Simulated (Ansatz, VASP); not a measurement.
**One calculation of MgO, two programs**

```
Mg O
1.0
     0.00000    2.12691    2.12691
     2.12691    0.00000    2.12691
     2.12691    2.12691    0.00000
Mg O
1 1
Direct
  0.00000 0.00000 0.00000
  0.50000 0.50000 0.50000
```

Alike in both runs: functional PBE; k mesh 10 × 10 × 10; occupations gaussian, width 0.02 eV; no spin polarisation.

Ansatz relaxed the structure, and its values are those at the end. VASP's run is a single point on that final structure, the one shown.

```csv
,VASP,Ansatz
version,VASP 6.6.1,Ansatz 0.2.0
potentials or method,"VASP PAW PBE potentials, release 64 (Mg, O), cutoff 600 eV","scalar-relativistic, plane waves, PAW"
valence electrons in the cell,8,16
```

VASP gave:

- gap on the k mesh at the Fermi level (eV): 4.44
- least direct gap on the mesh (eV): 4.44
- pressure (GPa): -1.0

Q: Which values does Ansatz return?

A: gap on the k mesh at the Fermi level (eV): 4.46; least direct gap on the mesh (eV): 4.46; pressure (GPa): 0.0.

The functional is the same, so the differences come from potentials, cutoffs and numerics. VASP's potentials hold 8 valence electrons a cell and Ansatz's 16, so a difference there can come from the potentials and not from the codes.
